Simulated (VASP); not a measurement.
Wanted: the native input for a VASP 6.6.1 run.

```yaml
Task: single point
Functional: LDA
Potentials_or_basis: VASP PAW LDA potentials, release 64 (As)
Cutoff: 520 eV
k_mesh: 9 × 9 × 9
Occupations: fermi-dirac, width 0.05 eV
Spin: no spin polarisation
Dipole_correction: no
Further_INCAR_settings: ALGO = Normal; EDIFF = 1e-07; NBANDS = 12
```

The structure of As lies in POSCAR:

```
As
1.0
    0.0000000000      2.8744485395      2.8744485395
    2.8744485395      0.0000000000      2.8744485395
    2.8744485395      2.8744485395      0.0000000000
As
2
Direct
   -0.1475000000     -0.1175000000     -0.1175000000
    0.1475000000      0.1175000000      0.1175000000
```

This cell differs from its parent crystal: shortest bond scaled by 0.94.

One way to write it, as run:

INCAR

```
SYSTEM = As
PREC = Accurate ; ENCUT = 520
EDIFF = 1E-7 ; ISMEAR = -1
SIGMA = 0.05 ; LREAL = .False.
LASPH = .True. ; NELM = 100
ALGO = Normal ; ISIF = 2
LWAVE = .False. ; LCHARG = .True.
GGA = CA ; LELF = .True.
LVHAR = .True. ; NBANDS = 12
```

KPOINTS

```
regular mesh
0
Gamma
  9 9 9
  0 0 0
```

Potentials or basis: VASP PAW LDA potentials, release 64 (As).

Launch:

```sh
$ cat potpaw_LDA.64/As/POTCAR > POTCAR
$ mpirun -np 1 vasp_std > vasp.out
```

It gave:

The pressure is 8.3 GPa, the largest force is 0.954 eV/Å and the band gap on the k mesh is zero (bands 5 and 6 overlap by 1.51 eV).

Caveat: the cell differs from its parent crystal (shortest bond scaled by 0.94); the cell stands under pressure.

Run time: 33 s on 1 thread of Intel(R) Xeon(R) Platinum 8259CL CPU @ 2.50GHz (Skylake/Cascade Lake), with other jobs on the host, peak memory 0.17 GiB.
